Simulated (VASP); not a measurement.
A run of VASP 6.6.1 is set up as follows.

The input INCAR:

```
ALGO = Normal
EDIFF = 1E-6
EDIFFG = -0.01
ENCUT = 600
GGA = PE
IBRION = 2
ISIF = 3
ISMEAR = 0
LASPH = True
LCHARG = False
LREAL = False
LWAVE = False
NELM = 80
NSW = 100
PREC = Accurate
SIGMA = 0.1
```

Contents of KPOINTS:

```
k-points
0
Gamma
  18 18 18
```

POSCAR

```
Si2S
1.0
   -1.7095043745      1.7095043745      4.1936279188
    1.7095043745     -1.7095043745      4.1936279188
    1.7095043745      1.7095043745     -4.1936279188
Si S
2 1
Direct
    0.6650000000      0.6650000000      0.0000000000
    0.3350000000      0.3350000000      0.0000000000
    0.0000000000      0.0000000000      0.0000000000
```

Potentials or basis: VASP PAW PBE potentials, release 64 (Si, S).

Launch:

```sh
$ cat potpaw_PBE.64/Si/POTCAR potpaw_PBE.64/S/POTCAR > POTCAR
$ mpirun -np 1 vasp_std > vasp.out
```

(1) Estimate the space group after relaxing (to 0.1 Å).

(2) Estimate the band gap on the k mesh.

(3) Estimate the relaxed cell.

Answers

(1) I4/mmm (No. 139).

(2) zero (bands 7 and 8 overlap by 5.78 eV).

(3) a = 5.052 Å, b = 5.052 Å, c = 5.052 Å, α = 143.16°, β = 143.16°, γ = 53.09°.
